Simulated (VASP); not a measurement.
SrO: single point with BLYP+D4

SrO:

```xyz
2
Lattice="0.0000 2.5931 2.5931 2.5931 0.0000 2.5931 2.5931 2.5931 0.0000" Properties=species:S:1:pos:R:3 pbc="T T T"
Sr    2.5931    2.5931    2.5931
O     0.0000    0.0000    0.0000
```

```
Program             : VASP 6.6.1
Task                : single point
Functional          : BLYP
Dispersion          : D4
Potentials or basis : VASP PAW PBE potentials, release 64 (Sr_sv, O)
Cutoff              : 520 eV
k mesh              : 9 × 9 × 9
Occupations         : methfessel-paxton, width 0.1 eV
Spin                : no spin polarisation
```

| Property | Result |
| --- | --- |
| Pressure | 0.6 GPa |
| Band gap on the k mesh | 3.46 eV (least direct gap 3.57 eV) |
| Dispersion energy per atom | -0.301 eV |

Levels at points of the mesh, in eV from the valence-band top:
| k point | band 6 | band 7 | band 8 | band 9 | band 10 | band 11 |
| --- | --- | --- | --- | --- | --- | --- |
| (0.00, 0.00, 0.00) | 0.00 | 0.00 | 0.00 | 4.04 | 6.16 | 6.16 |

Wall time 58 s on 1 thread of Intel Xeon 8259CL, with other jobs on the host, peak memory 0.17 GiB.

Caveat: the PAW data sets were made with another functional, which shifts forces and pressure a little; an odd mesh through Γ misses points on the zone boundary, where band edges can lie.
